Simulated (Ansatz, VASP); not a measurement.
**Two plane-wave programs on SrTiO3**

```
Sr Ti O
1.0
     3.89138    0.00000    0.00000
     0.00000    3.89138    0.00000
     0.00000    0.00000    3.89138
Sr Ti O
1 1 3
Direct
  0.03400 0.00000 0.00000
  0.47940 0.50000 0.50000
  0.96312 0.50000 0.50000
  0.45615 0.00000 0.50000
  0.45615 0.50000 0.00000
```

Change from the starting cell: mode 1 frozen in at -0.124 Å and mode 7 at -0.149 Å (largest displacements).

Alike in both runs: task single point; functional PBEsol; k mesh 8 × 8 × 8; occupations gaussian, width 0.05 eV; no spin polarisation.

|  | VASP | Ansatz |
| --- | --- | --- |
| version | VASP 6.6.1 | Ansatz 0.2.0 |
| potentials or method | VASP PAW PBE potentials, release 64 (Sr_sv, Ti_sv, O), cutoff 520 eV | scalar-relativistic, plane waves, PAW |
| valence electrons in the cell | 40 | 40 |

|  | VASP | Ansatz | Ansatz less VASP |
| --- | --- | --- | --- |
| gap on the k mesh at the Fermi level (eV) | 1.83 | 1.87 | +0.036 |
| least direct gap on the mesh (eV) | 2.22 | 2.24 | +0.019 |
| pressure (GPa) | 2.8 | 2.1 | -0.70 |
| traceless stress, the component that is largest in VASP (GPa) | 0.80 | 0.79 | -0.007 |
| rms of the force components (eV/Å) | 0.307 | 0.296 | -0.0110 |

VASP's potentials were made for PBE, not for PBEsol, and Ansatz warns of the same on its side. Atom by atom the forces differ by 0.018 eV/Å (rms over components). With one functional, cell and mesh, what is left measures potentials, basis and numerics.
